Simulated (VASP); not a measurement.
Set up this calculation in VASP 6.6.1, as the native input.

| Quantity | Value |
| --- | --- |
| Task | single point |
| Functional | PBE |
| Potentials or basis | VASP PAW PBE potentials, release 64 (Sb, Ga_d) |
| Cutoff | 520 eV |
| k mesh | 10 × 10 × 10 |
| Occupations | fermi-dirac, width 0.05 eV |
| Spin | no spin polarisation |
| Dipole correction | no |
| Further INCAR settings | ALGO = Normal; EDIFF = 1e-06; NBANDS = 16 |

The structure of GaSb lies in POSCAR:

```
GaSb
1.0
   -1.5662052804      2.6927187679      2.9124745717
    1.5662052804     -2.6927187679      2.9124745717
    1.5662052804      2.6927187679     -2.9124745717
Sb Ga
1 1
Direct
    0.5000000000      0.5000000000      0.0000000000
    0.0000000000      0.0000000000      0.0000000000
```

One way to write it, as run:

INCAR

```
SYSTEM = GaSb
PREC = Accurate ; ENCUT = 520
EDIFF = 1E-6 ; ISMEAR = -1
SIGMA = 0.05 ; LREAL = .False.
LASPH = .True. ; NELM = 60
ALGO = Normal ; ISIF = 2
LWAVE = .False. ; LCHARG = .False.
GGA = PE ; NBANDS = 16
```

KPOINTS

```
Automatic mesh
0
Gamma
  10 10 10
  0 0 0
```

Potentials or basis: VASP PAW PBE potentials, release 64 (Sb, Ga_d).

Run with:

```bash
$ cat potpaw_PBE.64/Sb/POTCAR potpaw_PBE.64/Ga_d/POTCAR > POTCAR
$ mpirun -np 1 vasp_std > vasp.out
```

It gave:

```yaml
Pressure: -1.1 GPa
Band_gap_on_the_k_mesh: zero (bands 9 and 10 overlap by 4.32 eV)
```

Caveat: spin-orbit coupling is left out, which moves the levels of the heavy elements.

It took 72 s on 1 thread of Intel(R) Xeon(R) Platinum 8259CL CPU @ 2.50GHz (Skylake/Cascade Lake), with other jobs on the host, peak memory 0.28 GiB.
